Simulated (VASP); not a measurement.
Write the native input for VASP 6.6.1 that does the following.

```
Task                               : single point
Functional                         : HSE06
Potentials or basis                : VASP PAW PBE potentials, release 64 (I)
Cutoff                             : 520 eV
k mesh                             : 5 × 5 × 5
Occupations                        : gaussian, width 0.1 eV
Spin                               : no spin polarisation
Dipole correction                  : no
Grid for exact exchange (PRECFOCK) : Normal
Further INCAR settings             : ALGO = Normal; EDIFF = 1e-06; NBANDS = 10
Share of exact exchange            : 0.25
Screening parameter                : 0.2079 1/Å
```

I:

```
I
1.0
     0.00000    2.36560    3.90984
     2.19225    0.00000    3.90984
     2.19225    2.36560    0.00000
I
1
Direct
  0.00000 0.00000 0.00000
```

The input as run:

POSCAR

```
I
1.0
    0.0000000000      2.3656004428      3.9098401324
    2.1922454667      0.0000000000      3.9098401324
    2.1922454667      2.3656004428      0.0000000000
I
1
Direct
    0.0000000000      0.0000000000      0.0000000000
```

INCAR.step1

```
PREC = Accurate ; ENCUT = 520
EDIFF = 1E-5 ; ISMEAR = 0
SIGMA = 0.1 ; LREAL = False
LASPH = True ; NELM = 60
ALGO = Normal ; ISIF = 2
LWAVE = True ; NBANDS = 10
GGA = PE
```

INCAR.step2

```
PREC = Accurate ; ENCUT = 520
EDIFF = 1E-6 ; ISMEAR = 0
SIGMA = 0.1 ; LREAL = False
LASPH = True ; NELM = 60
ALGO = Normal ; ISIF = 2
LWAVE = False ; LCHARG = True
GGA = PE ; LHFCALC = True
HFSCREEN = 0.2079 ; PRECFOCK = Normal
LELF = True ; LVHAR = True
NBANDS = 10 ; ISTART = 1
```

KPOINTS

```
regular mesh
0
Gamma
  5 5 5
```

Potentials or basis: VASP PAW PBE potentials, release 64 (I).

Launch:

```console
$ cat potpaw_PBE.64/I/POTCAR > POTCAR
$ cp INCAR.step1 INCAR
$ mpirun -np 1 vasp_std > vasp.out
$ cp INCAR.step2 INCAR
$ mpirun -np 1 vasp_std > vasp.out
```

Results of the run:

```
Pressure               : -1.0 GPa
Band gap on the k mesh : zero (an odd number of electrons rules out a gap without spin polarisation)
```

Caveat: the k points lie up to 0.42 Å⁻¹ apart, too coarse for converged energies and pressures of a metal; the PAW data sets were made with another functional, which shifts forces and pressure a little; spin-orbit coupling is left out, which moves the levels of the heavy elements; an odd number of electrons without spin polarisation forces a metal; a magnetic or distorted state may lie lower.

Wall time 11 min on 1 thread of Oxide Virtual Turin-like Processor, with other jobs on the host, peak memory 0.25 GiB.
